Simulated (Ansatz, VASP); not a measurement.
Two plane-wave programs on Sn

INCAR

```
SYSTEM = Sn
  PREC = Accurate
  ENCUT = 520
  EDIFF = 1E-6
  ISMEAR = 0
  SIGMA = 0.15
  LREAL = .False.
  LASPH = .True.
  NELM = 80
  ALGO = Fast
  ISIF = 2
  LWAVE = .False.
  LCHARG = .False.
  GGA = PS
  IVDW = 12
  NBANDS = 13
```

Contents of KPOINTS:

```
regular mesh
0
Gamma
  24 24 24
  0 0 0
```

POSCAR

```
Sn
1.0
   -1.8221530004      1.6958492326      1.9868244599
    1.8221530004     -1.6958492326      1.9868244599
    1.8221530004      1.6958492326     -1.9868244599
Sn
1
Direct
    0.0000000000      0.0000000000      0.0000000000
```

Input for Ansatz:

```yaml
crystal:
  lattice:
    - [-1.8221530004, 1.6958492326, 1.9868244599]
    - [1.8221530004, -1.6958492326, 1.9868244599]
    - [1.8221530004, 1.6958492326, -1.9868244599]
  atoms:
    - { symbol: Sn, position: [0.0, 0.0, 0.0] }
basis:
  ecutwfc: 420
kpoints:
  mp_grid: { grid: [24, 24, 24] }
hamiltonian:
  xc: pbesol
  dispersion: d3bj
scf:
  occupations: { method: gaussian, width: 0.15 }
output:
  forces: true
  stress: true
  eigenvalues: true
```

Change from the starting cell: strain -0.0200 x Voigt [0, 1, 0, 0, 0, 0], atoms carried along.

Alike in both runs: task single point; functional PBEsol; dispersion D3(BJ); k mesh 24 × 24 × 24; occupations gaussian, width 0.15 eV; no spin polarisation.

|  | VASP | Ansatz |
| --- | --- | --- |
| version | VASP 6.6.1 | Ansatz 0.2.0 |
| potentials or method | VASP PAW PBE potentials, release 64 (Sn_d), cutoff 520 eV | scalar-relativistic, plane waves, PAW |
| valence electrons in the cell | 14 | 14 |

```tsv
	VASP	Ansatz	Ansatz less VASP
gap on the k mesh at the Fermi level (eV)	none	none	-
pressure (GPa)	1.4	1.4	+0.01
traceless stress, the component that is largest in VASP (GPa)	-0.55	-0.56	-0.002
```

VASP's potentials were made for PBE, not for PBEsol. A gap of «none» marks a metal or a gap that the smearing closes.
